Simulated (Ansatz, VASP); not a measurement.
Two plane-wave programs on SnO

The input INCAR:

```
SYSTEM = SnO
  PREC = Accurate
  ENCUT = 520
  EDIFF = 1E-6
  ISMEAR = 0
  SIGMA = 0.15
  LREAL = .FALSE.
  LASPH = .TRUE.
  NELM = 80
  ALGO = Fast
  ISIF = 2
  LWAVE = .FALSE.
  LCHARG = .FALSE.
  GGA = PS
  NBANDS = 50
```

Contents of KPOINTS:

```
Automatic mesh
0
G
  10 10 4
  0 0 0
```

The input POSCAR:

```
SnO
1.0
    2.6366462446     -2.7442852717      0.0000000000
    2.6366462446      2.7442852717      0.0000000000
    0.0000000000      0.0000000000      9.4948200140
Sn O
4 4
Direct
    0.9991897041      0.0008102959      0.9998622097
    0.0008102959      0.9991897041      0.4998622097
    0.5008102959      0.4991897041      0.2571377902
    0.4991897041      0.5008102959      0.7571377902
    0.0007797023      0.4992202976      0.3785000000
    0.9992202976      0.5007797024      0.8785000000
    0.5007797024      0.9992202976      0.3785000000
    0.4992202976      0.0007797023      0.8785000000
```

Input for Ansatz:

```yaml
crystal:
  lattice:
    - [2.6366462446, -2.7442852717, 0.0]
    - [2.6366462446, 2.7442852717, 0.0]
    - [0.0, 0.0, 9.494820014]
  atoms:
    - { symbol: Sn, position: [0.9991897041, 0.0008102959, 0.9998622097] }
    - { symbol: Sn, position: [0.0008102959, 0.9991897041, 0.4998622097] }
    - { symbol: Sn, position: [0.5008102959, 0.4991897041, 0.2571377902] }
    - { symbol: Sn, position: [0.4991897041, 0.5008102959, 0.7571377902] }
    - { symbol: O, position: [0.0007797023, 0.4992202976, 0.3785] }
    - { symbol: O, position: [0.9992202976, 0.5007797024, 0.8785] }
    - { symbol: O, position: [0.5007797024, 0.9992202976, 0.3785] }
    - { symbol: O, position: [0.4992202976, 0.0007797023, 0.8785] }
basis:
  ecutwfc: 420
kpoints:
  mp_grid: { grid: [10, 10, 4] }
hamiltonian:
  xc: pbesol
scf:
  occupations: { method: gaussian, width: 0.15 }
output:
  forces: true
  stress: true
  eigenvalues: true
```

Change from the starting cell: strain -0.0200 x Voigt [1, -1, 0, 0, 0, 0], atoms carried along.

Alike in both runs: task single point; functional PBEsol; k mesh 10 × 10 × 4; occupations gaussian, width 0.15 eV; no spin polarisation.

```csv
,VASP,Ansatz
version,VASP 6.6.1,Ansatz 0.2.0
potentials or method,"VASP PAW PBE potentials, release 64 (Sn_d, O), cutoff 520 eV","scalar-relativistic, plane waves, PAW"
valence electrons in the cell,80,80
```

|  | VASP | Ansatz | Ansatz less VASP |
| --- | --- | --- | --- |
| gap on the k mesh at the Fermi level (eV) | none | none | - |
| pressure (GPa) | 0.3 | 0.1 | -0.25 |
| traceless stress, the component that is largest in VASP (GPa) | 3.42 | 3.44 | +0.023 |
| rms of the force components (eV/Å) | 0.037 | 0.003 | -0.0344 |

VASP's potentials were made for PBE, not for PBEsol. Atom by atom the forces differ by 0.035 eV/Å (rms over components). A gap of «none» marks a metal or a gap that the smearing closes.
